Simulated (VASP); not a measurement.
**CoO: single point with PBE**

The system is CoO.

```
CELL_PARAMETERS angstrom
0.00000 2.34364 2.34364
2.34364 0.00000 2.34364
2.34364 2.34364 0.00000
ATOMIC_POSITIONS crystal
Co 0.00000 0.00000 0.00000
O 0.25000 0.25000 0.25000
```

| Item | Value |
| --- | --- |
| Program | VASP 6.6.1 |
| Task | single point |
| Functional | PBE |
| Potentials or basis | VASP PAW PBE potentials, release 64 (Co, O) |
| Cutoff | 520 eV |
| k mesh | 10 × 10 × 10 |
| Occupations | fermi-dirac, width 0.05 eV |
| Spin | collinear spin, ferromagnetic start |
| Starting moments | [1.71, 0.0] μB |

```
Pressure                                              : -12.3 GPa
Band gap on the k mesh                                : zero (filled and empty bands overlap)
Net moment                                            : 2.98 μB per cell
Site moments                                          : Co +2.55; O +0.32 μB
Valence electrons inside the program's atomic spheres : Co 7.79; O 4.94
```

Levels at points of the mesh, in eV from the Fermi level:
Spin up:
```csv
k point,band 5,band 6,band 7,band 8,band 9,band 10,band 11,band 12,band 13,band 14
"(0.00, 0.00, 0.00)",-2.15,-2.15,0.01,0.01,0.01,0.03,13.35,13.35,13.35,19.13
"(0.50, 0.00, 0.00)",-2.57,-2.14,-2.14,-0.68,-0.68,5.23,6.58,12.86,12.86,16.39
"(0.50, 0.50, 0.00)",-3.04,-1.90,-1.84,-1.84,-1.54,4.92,8.89,10.65,13.26,13.26
```
Spin down:
| k point | band 3 | band 4 | band 5 | band 6 | band 7 | band 8 | band 9 | band 10 |
| --- | --- | --- | --- | --- | --- | --- | --- | --- |
| (0.00, 0.00, 0.00) | -4.10 | -4.10 | -0.40 | -0.40 | 0.60 | 2.48 | 2.48 | 2.48 |
| (0.50, 0.00, 0.00) | -3.94 | -3.94 | -0.19 | -0.19 | 0.45 | 1.72 | 1.72 | 5.77 |
| (0.50, 0.50, 0.00) | -3.74 | -3.74 | -0.34 | -0.10 | 0.06 | 1.07 | 1.07 | 5.90 |

Run time: 2.5 min on 1 thread of AMD EPYC 7R13, with other jobs on the host, peak memory 0.16 GiB.

Caveat: a cell with one magnetic atom can't hold antiferromagnetic order, which such compounds often take; semilocal functionals often make such compounds metallic where correlation or magnetic order opens a gap, which also shifts bond lengths. With open d or f shells a metallic result of PBE can be an artefact of self-interaction; +U or a hybrid may open a gap.
